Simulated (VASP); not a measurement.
The system is Mg.

```
Mg
1.0
     2.91965    0.00000    0.00000
    -1.45982    2.52849    0.00000
     0.00000    0.00000    5.71455
Mg
2
Direct
  0.33333 0.66667 0.25000
  0.66667 0.33333 0.75000
```

- Program: VASP 6.6.1
- Task: relaxation of cell and atoms
- Functional: r2SCAN
- Potentials or basis: VASP PAW PBE potentials, release 64 (Mg)
- Cutoff: 600 eV
- k mesh: 18 × 18 × 8
- Occupations: gaussian, width 0.1 eV
- Spin: no spin polarisation

At the start: pressure 4.9 GPa; volume 21.09 Å³/atom.

Question: How do energy, volume and symmetry change on relaxing?

Answer: Over 11 steps the energy falls by 123.5 meV/atom and the volume is 22.40 Å³/atom (+6.2 %); space group P6_3/mmc (No. 194, to 0.1 Å) before and after.

Step by step:
| step | energy change (eV) | largest force (eV/Å) | pressure (GPa) | volume (Å³) |
| --- | --- | --- | --- | --- |
| 1 | 0.0000 | 0.0000 | 4.90 | 42.19 |
| 2 | -0.1878 | 0.0000 | -0.55 | 46.13 |
| 3 | -0.2002 | 0.0000 | -2.32 | 48.14 |
| 4 | -0.2011 | 0.0000 | -1.94 | 47.67 |
| 5 | -0.2335 | 0.0000 | -0.98 | 46.06 |
| 6 | -0.2459 | 0.0000 | 0.11 | 44.69 |
| 7 | -0.2463 | 0.0000 | 0.41 | 44.36 |
| 8 | -0.2463 | 0.0000 | 0.34 | 44.43 |
| 9 | -0.2470 | 0.0000 | 0.11 | 44.69 |
| 10 | -0.2470 | 0.0000 | 0.08 | 44.72 |
| 11 | -0.2470 | 0.0000 | 0.00 | 44.80 |

Final structure:
```
Mg
1.0
     3.18259    0.00000    0.00000
    -1.59130    2.75620    0.00000
     0.00000    0.00000    5.10768
Mg
2
Direct
  0.33333 0.66667 0.25000
  0.66667 0.33333 0.75000
```

Caveat: the PAW data sets were made with another functional, which shifts forces and pressure a little.
